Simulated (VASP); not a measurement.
Input of a VASP 6.6.1 run:

INCAR

```
PREC = Accurate
ENCUT = 500
EDIFF = 1E-6
ISMEAR = 0
SIGMA = 0.1
LREAL = False
LASPH = True
NELM = 120
ALGO = Normal
ISIF = 2
LWAVE = False
LCHARG = False
GGA = PE
NBANDS = 16
GGA_COMPAT = False
```

File KPOINTS:

```
regular mesh
0
Gamma
  6 6 4
```

POSCAR

```
InAs
1.0
    3.1194846612      0.0000000000      0.0000000000
   -1.5597423306      2.7015529633      0.0000000000
    0.0000000000      0.0000000000      5.5288759499
In As
1 1
Direct
    0.0000000000      0.0000000000      0.0000000000
    0.0000000000      0.0000000000      0.5000000000
```

Potentials or basis: VASP PAW PBE potentials, release 64 (In_d, As).

Launch:

```sh
$ cat potpaw_PBE.64/In_d/POTCAR potpaw_PBE.64/As/POTCAR > POTCAR
$ mpirun -np 1 vasp_std > vasp.out
```

Question: Predict the band gap on the k mesh.

Answer: Zero (band 9 reaches 10.81 eV, above the bottom of band 10 at 5.30 eV).

Question: Predict the pressure.

Answer: 0.0 GPa.

Stress tensor (GPa, compression positive):
```
0.00 0.00 0.00
0.00 0.00 0.00
0.00 0.00 0.12
```

Caveat: the k points lie up to 0.39 Å⁻¹ apart; spin-orbit coupling is left out, which moves the levels of the heavy elements.
